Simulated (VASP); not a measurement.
# RuPt2 (P6/mmm) in VASP: further runs

RuPt2 is run at these levels: PBE; tasks: single point, relaxation of cell and atoms.

Program: VASP 6.6.1. These are calculated values, not measurements. Logs are shortened: lines on timing, memory, paths and dates and some standing lists are left out, and cuts for length are marked.

**1. The cell of the first run**

Symmetry: P6/mmm, No. 191, hexagonal system. The conventional cell has a = 3.556 Å, b = 3.556 Å, c = 3.840 Å, α = 90.00°, β = 90.00°, γ = 120.00°. Ru (site symmetry 6/mmm) has 12 Pt at 2.81 Å and 6 Ru at 3.56 Å within 3.7 Å. Pt (site symmetry -6m2) has 3 Pt at 2.05 Å within 2.7 Å.

**2. Single point, PBE**

INCAR reads:

```
SYSTEM = RuPt2
PREC = Accurate ; ENCUT = 520
EDIFF = 1E-6 ; ISMEAR = 0
SIGMA = 0.1 ; LREAL = .False.
LASPH = .True. ; NELM = 100
ALGO = Normal ; ISIF = 2
LWAVE = .False. ; LCHARG = .True.
GGA = PE ; LELF = .True.
LVHAR = .True. ; NBANDS = 24
```

KPOINTS reads:

```
Automatic mesh
0
Gamma
  6 6 4
  0 0 0
```

POSCAR reads:

```
RuPt2
1.0
    3.5564939400      0.0000000000      0.0000000000
   -1.7782469700      3.0800141000      0.0000000000
    0.0000000000      0.0000000000      3.8395023300
Ru Pt
1 2
Direct
    0.0000000000      0.0000000000      0.0000000000
    0.3333333300      0.6666666700      0.5000000000
    0.6666666700      0.3333333300      0.5000000000
```

Potentials or basis: VASP PAW PBE potentials, release 64 (Ru_pv, Pt).

The run is started by

```sh
$ cat potpaw_PBE.64/Ru_pv/POTCAR potpaw_PBE.64/Pt/POTCAR > POTCAR
$ mpirun -np 1 vasp_std > vasp.out
```

OUTCAR:

```text
SYSTEM = RuPt2
   PREC = Accurate
   ENCUT = 520
   EDIFF = 1E-6
   ISMEAR = 0
   LREAL = .False.
   LASPH = .True.
   NELM = 100
   ISIF = 2
   GGA = PE

 ion  position               nearest neighbor table
   1  0.000  0.000  0.000-   2 2.81   3 2.81   2 2.81   3 2.81   2 2.81   2 2.81   3 2.81   3 2.81
                             3 2.81   3 2.81   2 2.81   2 2.81
   2  0.333  0.667  0.500-   3 2.05   3 2.05   3 2.05   1 2.81   1 2.81   1 2.81   1 2.81   1 2.81
                             1 2.81
   3  0.667  0.333  0.500-   2 2.05   2 2.05   2 2.05   1 2.81   1 2.81   1 2.81   1 2.81   1 2.81
                             1 2.81

  LATTYP: Found a hexagonal cell.
 ALAT       =     3.5564939400
 C/A-ratio  =     1.0795751082

  Lattice vectors:

 A1 = (   3.5564939400,   0.0000000000,   0.0000000000)
 A2 = (  -1.7782469700,   3.0800141000,   0.0000000000)
 A3 = (   0.0000000000,   0.0000000000,   3.8395023300)

Analysis of symmetry for initial positions (statically):
=====================================================================
 Subroutine PRICEL returns:
 Original cell was already a primitive cell.

 Routine SETGRP: Setting up the symmetry group for a
 hexagonal supercell.

 Subroutine GETGRP returns: Found 24 space group operations
 (whereof 24 operations were pure point group operations)
 out of a pool of 24 trial point group operations.

The static configuration has the point symmetry D_6h.

Analysis of symmetry for dynamics (positions and initial velocities):
=====================================================================
 Subroutine PRICEL returns:
 Original cell was already a primitive cell.

 Routine SETGRP: Setting up the symmetry group for a
 hexagonal supercell.

 Subroutine GETGRP returns: Found 24 space group operations
 (whereof 24 operations were pure point group operations)
 out of a pool of 24 trial point group operations.

The dynamic configuration has the point symmetry D_6h.

 Subroutine INISYM returns: Found 24 space group operations
 (whereof 24 operations are pure point group operations),
 and found     1 'primitive' translations

----------------------------------------------------------------------------------------

                                     Primitive cell

  volume of cell :      42.0581

  direct lattice vectors                    reciprocal lattice vectors
     3.556493940  0.000000000  0.000000000     0.281175792  0.162336919  0.000000000
    -1.778246970  3.080014100  0.000000000     0.000000000  0.324673838  0.000000000
     0.000000000  0.000000000  3.839502330     0.000000000  0.000000000  0.260450421

  length of vectors
     3.556493940  3.556493940  3.839502330     0.324673838  0.324673838  0.260450421

  position of ions in fractional coordinates (direct lattice)
     0.000000000  0.000000000  0.000000000
     0.333333330  0.666666670  0.500000000
     0.666666670  0.333333330  0.500000000

  ion indices of the primitive-cell ions
   primitive index   ion index
                 1           1
                 2           2
                 3           3

----------------------------------------------------------------------------------------

 KPOINTS: Automatic mesh

Automatic generation of k-mesh.
 Grid dimensions read from file:
 generate k-points for:    6    6    4

 Generating k-lattice:

  Cartesian coordinates                     Fractional coordinates (reciprocal lattice)
     0.046862632  0.027056153  0.000000000     0.166666667  0.000000000  0.000000000
     0.000000000  0.054112306  0.000000000     0.000000000  0.166666667  0.000000000
     0.000000000  0.000000000  0.065112605     0.000000000  0.000000000  0.250000000

  Length of vectors
     0.054112306  0.054112306  0.065112605

  Shift w.r.t. Gamma in fractional coordinates (k-lattice)
     0.000000000  0.000000000  0.000000000

 Subroutine IBZKPT returns following result:
 ===========================================

 Found     21 irreducible k-points:

 Following reciprocal coordinates:
            Coordinates               Weight
  0.000000  0.000000  0.000000      1.000000
  0.166667 -0.000000  0.000000      6.000000
  0.333333  0.000000  0.000000      6.000000
  0.500000  0.000000  0.000000      3.000000
  0.166667  0.166667  0.000000      6.000000
  0.333333  0.166667  0.000000     12.000000
[... 13 lines left out ...]
  0.333333  0.166667  0.500000     12.000000
  0.333333  0.333333  0.500000      2.000000
   k-points           NKPTS =     21   k-points in BZ     NKDIM =     21   number of bands    NBANDS=     24
   number of dos      NEDOS =    301   number of ions     NIONS =      3
   total plane-waves  NPLWV =  23520
   dimension x,y,z NGX =    28 NGY =   28 NGZ =   30
   dimension x,y,z NGXF=    56 NGYF=   56 NGZF=   60
   ions per type =               1   2
   NGX,Y,Z   is equivalent  to a cutoff of  13.09, 13.09, 12.99 a.u.
   NGXF,Y,Z  is equivalent  to a cutoff of  26.18, 26.18, 25.98 a.u.
 SYSTEM =  RuPt2
   PREC   = accura    normal or accurate (medium, high low for compatibility)
   ISTART =      0    job   : 0-new  1-cont  2-samecut
   ICHARG =      2    charge: 1-file 2-atom 10-const
   ISPIN  =      1    spin polarized calculation?
   LNONCOLLINEAR =      F non collinear calculations
   LSORBIT =      F    spin-orbit coupling
   LASPH  =      T    aspherical Exc in radial PAW
   ENCUT  =  520.0 eV  38.22 Ry    6.18 a.u.   6.61  6.61  7.14*2*pi/ulx,y,z
   NELM   =    100;   NELMIN=  2; NELMDL= -5     # of ELM steps
   EDIFF  = 0.1E-05   stopping-criterion for ELM
   LREAL  =      F    real-space projection
   EDIFFG = 0.1E-04   stopping-criterion for IOM
   NSW    =      0    number of steps for IOM
   IBRION =     -1    ionic relax: 0-MD 1-quasi-New 2-CG
   NFREE  =      0    steps in history (QN), initial steepest desc. (CG)
   ISIF   =      2    stress and relaxation
   ISYM   =      2    0-nonsym 1-usesym 2-fastsym
   POTIM  = 0.5000    time-step for ionic-motion
   TEBEG  =    0.0;   TEEND  =   0.0 temperature during run
   PSTRESS=    0.0 pullay stress
   NELECT =      34.0000    total number of electrons
   NUPDOWN=      -1.0000    fix difference up-down
   EMIN   =  10.00;   EMAX   =-10.00  energy-range for DOS
   EFERMI =   0.00;   METHOD = LEGACY
   ISMEAR =     0;   SIGMA  =   0.10  broadening in eV -4-tet -1-fermi 0-gaus
   EFERMI_NEDOS =   21; number of points for ismear=-14 and -15
   IALGO  =     38    algorithm
   IMIX   =      4    mixing-type and parameters
     AMIX     =   0.40;   BMIX     =  1.00
     AMIX_MAG =   1.60;   BMIX_MAG =  1.00
  volume/ion in A,a.u.               =      14.02        94.61
  Fermi-wavevector in a.u.,A,eV,Ry     =   1.525052  2.881930 31.644194  2.325783
  Thomas-Fermi vector in A             =   2.633275
   LORBIT       =      0    0 simple, 1 ext, 2 COOP (PROOUT), +10 PAW based schemes
   GGA     = PE    functional components
   LHFCALC =     F    Hartree Fock is set to
   AEXX    =    0.0000 exact exchange contribution
   IVDW    =     0    specifies the selected vdW correction
   LEPSILON=     F    determine dielectric tensor
   LRPA    =     F    only Hartree local field effects (RPA)
 non-spin polarized calculation
 Gauss-broadening in eV      SIGMA  =   0.10
  energy-cutoff  :      520.00
  volume of cell :       42.06
 maximum number of plane-waves:      1166
 NGX is ok and might be reduce to    28
   NGX = 13   NGY = 13   NGZ = 15

 number of electron      34.0000004 magnetization

 Free energy of the ion-electron system (eV)
  ---------------------------------------------------
  ext. energy  EPLUGINS =         0.00000000
  ---------------------------------------------------
  free energy    TOTEN  =       -10.44886274 eV

  energy without entropy =      -10.40798265  energy(sigma->0) =      -10.42842270

 E-fermi :  13.1298     XC(G=0): -13.6946

 val. band max:       13.1209911057   @ k =   0.0000   0.0000   0.5000
 cond. band min:      13.1420496400   @ k =   0.3333   0.0000   0.2500
 fundamental gap:      0.0210585343
 Fermi energy:        13.1297515110

 k-point     1 :       0.0000    0.0000    0.0000
  band No.  band energies     occupation
      1     -29.2562      2.00000
      2     -29.2301      2.00000
      3     -29.2301      2.00000
      4       1.7779      2.00000
      5       4.7356      2.00000
      6       5.8263      2.00000
[... 16 lines left out ...]
     23      25.2608      0.00000
     24      25.8088      0.00000

 k-point     2 :       0.1667   -0.0000    0.0000
  band No.  band energies     occupation
      1     -29.2564      2.00000
      2     -29.2407      2.00000
      3     -29.2325      2.00000
      4       2.4410      2.00000
      5       4.6888      2.00000
      6       5.2648      2.00000
[... 16 lines left out ...]
     23      23.6146      0.00000
     24      24.9347      0.00000

 k-point     3 :       0.3333    0.0000    0.0000
  band No.  band energies     occupation
      1     -29.2617      2.00000
      2     -29.2568      2.00000
      3     -29.2374      2.00000
      4       2.9762      2.00000
      5       4.2041      2.00000
      6       4.2247      2.00000
[... 16 lines left out ...]
     23      23.5899      0.00000
     24      24.9311      0.00000

 k-point     4 :       0.5000    0.0000    0.0000
  band No.  band energies     occupation
      1     -29.2721      2.00000
      2     -29.2571      2.00000
      3     -29.2398      2.00000
      4       2.3300      2.00000
      5       3.8146      2.00000
      6       4.5452      2.00000
[... 16 lines left out ...]
     23      23.9783      0.00000
     24      24.3476      0.00000

 k-point     5 :       0.1667    0.1667    0.0000
  band No.  band energies     occupation
      1     -29.2567      2.00000
      2     -29.2545      2.00000
      3     -29.2381      2.00000
      4       3.1103      2.00000
      5       3.6469      2.00000
      6       4.8955      2.00000
[... 370 lines left out ...]
 k-point    19 :       0.1667    0.1667    0.5000
  band No.  band energies     occupation
      1     -29.2692      2.00000
      2     -29.2521      2.00000
      3     -29.2392      2.00000
      4       3.0146      2.00000
      5       4.2229      2.00000
      6       4.6714      2.00000
[... 16 lines left out ...]
     23      22.0871      0.00000
     24      22.1043      0.00000

 k-point    20 :       0.3333    0.1667    0.5000
  band No.  band energies     occupation
      1     -29.2659      2.00000
      2     -29.2631      2.00000
      3     -29.2461      2.00000
      4       2.1747      2.00000
      5       4.2359      2.00000
      6       4.4760      2.00000
[... 16 lines left out ...]
     23      19.9471      0.00000
     24      21.3256      0.00000

 k-point    21 :       0.3333    0.3333    0.5000
  band No.  band energies     occupation
      1     -29.2650      2.00000
      2     -29.2576      2.00000
      3     -29.2576      2.00000
      4       1.7208      2.00000
      5       3.9152      2.00000
      6       5.1119      2.00000
[... 16 lines left out ...]
     23      17.9658      0.00000
     24      18.8604      0.00000

------------------------ aborting loop because EDIFF is reached ----------------------------------------

  FORCE on cell =-STRESS in cart. coord.  units (eV):
  Direction    XX          YY          ZZ          XY          YZ          ZX
  --------------------------------------------------------------------------------------
  -------------------------------------------------------------------------------------
  Total       52.3715280     52.3715280      3.9102663      0.0000000     -0.0000000     -0.0000000
  in kB     1995.0607030   1995.0607025    148.9591567      0.0000000     -0.0000000     -0.0000000
  external PRESSURE =    1379.6935207 kB  Pullay stress =       0.0000000 kB

 VOLUME and BASIS-vectors are now :
 -----------------------------------------------------------------------------
  energy-cutoff  :      520.00
  volume of cell :       42.06
      direct lattice vectors                 reciprocal lattice vectors
     3.556493940  0.000000000  0.000000000     0.281175792  0.162336919  0.000000000
    -1.778246970  3.080014100  0.000000000     0.000000000  0.324673838  0.000000000
     0.000000000  0.000000000  3.839502330     0.000000000  0.000000000  0.260450421

 POSITION                                       TOTAL-FORCE (eV/Angst)
 -----------------------------------------------------------------------------------
      0.00000      0.00000      0.00000         0.000000      0.000000     -0.000000
     -0.00000      2.05334      1.91975         0.000000      0.000000     -0.000000
      1.77825      1.02667      1.91975        -0.000000      0.000000      0.000000
 -----------------------------------------------------------------------------------
    total drift:                                0.000000      0.000000      0.000000

  FREE ENERGIE OF THE ION-ELECTRON SYSTEM (eV)
  ---------------------------------------------------
  free  energy   TOTEN  =       -10.4488627450 eV

  energy  without entropy=      -10.4079826509  energy(sigma->0) =      -10.42842270
```

Run time: 16 s. Hardware: 1 thread of AMD EPYC 9R45 (Zen 5), shared host; peak memory 0.14 GiB.

Results:

```
Free energy            : -10.4489 eV
Pressure               : 138.0 GPa
Band gap on the k mesh : zero (band 17 reaches 13.23 eV, above the bottom of band 18 at 12.54 eV)
```

Caveat: the k points lie up to 0.41 Å⁻¹ apart; spin-orbit coupling is left out, which moves the levels of the heavy elements.

**3. Single point, PBE**

This run uses another cell than the first one, of 15.30 Å³/atom, 1.092 times its volume.

INCAR reads:

```
SYSTEM = RuPt2
  PREC = Accurate
  ENCUT = 520
  EDIFF = 1E-7
  ISMEAR = 0
  SIGMA = 0.1
  LREAL = .FALSE.
  LASPH = .TRUE.
  NELM = 60
  ALGO = Normal
  ISIF = 2
  LWAVE = .FALSE.
  LCHARG = .FALSE.
  GGA = PE
  NBANDS = 24
```

KPOINTS reads:

```
Automatic mesh
0
G
  6 6 4
  0 0 0
```

POSCAR reads:

```
RuPt2
1.0
    4.4999554504      0.0000000000      0.0000000000
   -2.2499777252      3.8970757360      0.0000000000
    0.0000000000      0.0000000000      2.6178368146
Ru Pt
1 2
Direct
    0.0000000000      0.0000000000      0.0000000000
    0.3333333333      0.6666666667      0.5000000000
    0.6666666667      0.3333333333      0.5000000000
```

Potentials or basis: VASP PAW PBE potentials, release 64 (Ru_pv, Pt).

The run is started by

```sh
$ cat potpaw_PBE.64/Ru_pv/POTCAR potpaw_PBE.64/Pt/POTCAR > POTCAR
$ mpirun -np 1 vasp_std > vasp.out
```

It took 16 s on 1 thread of AMD EPYC 9R45 (Zen 5), shared host; peak memory 0.14 GiB.

The run converged. Its results:

| Property | Result |
| --- | --- |
| Free energy | -21.0371 eV |
| Pressure | -0.3 GPa |
| Band gap on the k mesh | zero (band 17 reaches 11.90 eV, above the bottom of band 18 at 10.72 eV) |

Levels at points of the mesh, in eV from the Fermi level:
```
           k point  band 15  band 16  band 17  band 18  band 19  band 20
(0.00, 0.00, 0.00)    -2.04    -1.32    -1.32     0.76     0.76     5.67
(0.50, 0.00, 0.00)    -0.52    -0.44    -0.27     0.01     0.25     0.53
(0.00, 0.00, 0.50)     0.09     0.13     0.13     1.15     3.29     3.34
(0.50, 0.00, 0.50)    -1.13    -0.02     0.75     1.07     2.03     3.22
```

Caveat: the k points lie up to 0.60 Å⁻¹ apart; spin-orbit coupling is left out, which moves the levels of the heavy elements.

(Continued in part 2 of 3.)
